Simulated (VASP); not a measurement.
Write the native input for VASP 6.6.1 that does the following.

| Property | Result |
| --- | --- |
| Task | single point |
| Functional | PBE |
| Potentials or basis | VASP PAW PBE potentials, release 64 (Sc_sv, Ru_sv) |
| Cutoff | 560 eV |
| k mesh | 4 × 4 × 4 |
| Occupations | gaussian, width 0.1 eV |
| Spin | no spin polarisation |
| Dipole correction | no |
| Further INCAR settings | ALGO = Normal; EDIFF = 1e-06; NBANDS = 38 |

The structure of ScRu3 lies in POSCAR:

```
ScRu3
1.0
    4.0506804300      0.0000000000      0.0000000000
    0.0000000000      4.0506804300      0.0000000000
    0.0000000000      0.0000000000      4.0506804300
Sc Ru
1 3
Direct
    0.5000000000      0.5000000000      0.5000000000
    0.0000000000      0.5000000000      0.5000000000
    0.5000000000      0.0000000000      0.5000000000
    0.5000000000      0.5000000000      0.0000000000
```

The cell was generated, and may not be a known phase.

One way to write it, as run:

INCAR

```
SYSTEM = ScRu3
  PREC = Accurate
  ENCUT = 560
  EDIFF = 1E-6
  ISMEAR = 0
  SIGMA = 0.1
  LREAL = .FALSE.
  LASPH = .TRUE.
  NELM = 120
  ALGO = Normal
  ISIF = 2
  LWAVE = .FALSE.
  LCHARG = .TRUE.
  GGA = PE
  LELF = .TRUE.
  LVHAR = .TRUE.
  NBANDS = 38
  GGA_COMPAT = .FALSE.
```

KPOINTS

```
regular mesh
0
G
  4 4 4
  0 0 0
```

Potentials or basis: VASP PAW PBE potentials, release 64 (Sc_sv, Ru_sv).

Launch:

```bash
$ cat potpaw_PBE.64/Sc_sv/POTCAR potpaw_PBE.64/Ru_sv/POTCAR > POTCAR
$ mpirun -np 1 vasp_std > vasp.out
```

Results of the run:

```yaml
Pressure: 65.2 GPa
Band_gap_on_the_k_mesh: zero (an odd number of electrons rules out a gap without spin polarisation)
```

Caveat: the k points lie up to 0.39 Å⁻¹ apart, too coarse for converged energies and pressures of a metal; atoms lie so close that the PAW spheres overlap strongly, which falsifies energies and pressures.

Run time: 22 s on 1 thread of Intel(R) Xeon(R) Platinum 8488C (Sapphire Rapids) (shared host), peak memory 0.18 GiB.
